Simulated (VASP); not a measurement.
Runs of VASP 6.6.1 on Au. The structure is that of space group Fm-3m (No. 225), or close to it. The cells are those of the table. 

```csv
cell,gap on the mesh (eV),pressure (GPa)
"a = 2.958, b = 2.958, c = 2.980 Å, angles 59.8, 59.8, 60.5°, 1 atom",none,-3.5
"a = 2.915, b = 2.915, c = 2.849 Å, angles 60.7, 60.7, 58.5°, 1 atom",none,7.8
"a = 2.828, b = 2.828, c = 2.849 Å, angles 59.7, 59.7, 60.5°, 1 atom",none,20.8
"a = 2.871, b = 2.871, c = 2.893 Å, angles 59.8, 59.8, 60.5°, 1 atom",none,10.5
"a = 2.915, b = 2.915, c = 2.936 Å, angles 59.8, 59.8, 60.5°, 1 atom",none,2.6
"a = 2.936 Å, angles 60.0°, 1 atom",none,(b)
"a = 2.936, b = 2.936, c = 2.980 Å, angles 59.5, 59.5, 61.0°, 1 atom",none,-1.6
"a = 2.893, b = 2.893, c = 2.936 Å, angles 59.5, 59.5, 61.0°, 1 atom",none,(a)
"a = 2.850, b = 2.850, c = 2.806 Å, angles 60.5, 60.5, 59.0°, 1 atom",none,20.8
"a = 2.871, b = 2.871, c = 2.849 Å, angles 60.3, 60.3, 59.5°, 1 atom",none,13.6
"a = 2.849 Å, angles 60.0°, 1 atom",none,(c)
```

Alike in all rows: task single point; level PBE; potentials or basis VASP PAW PBE potentials, release 64 (Au); no spin polarisation; k mesh 20 × 20 × 20; cutoff (eV) 520; smearing gaussian 0.15 eV.

Question: Fill in the values left out.

Answer: (a) 5.1; (b) 0.4; (c) 17.1.

Caveats: spin-orbit coupling is left out, which moves the levels of the heavy elements.

A k mesh can miss the band edges, and the runs leave out spin-orbit coupling on Au.

A gap of «none» marks levels without a gap at the run's occupations.
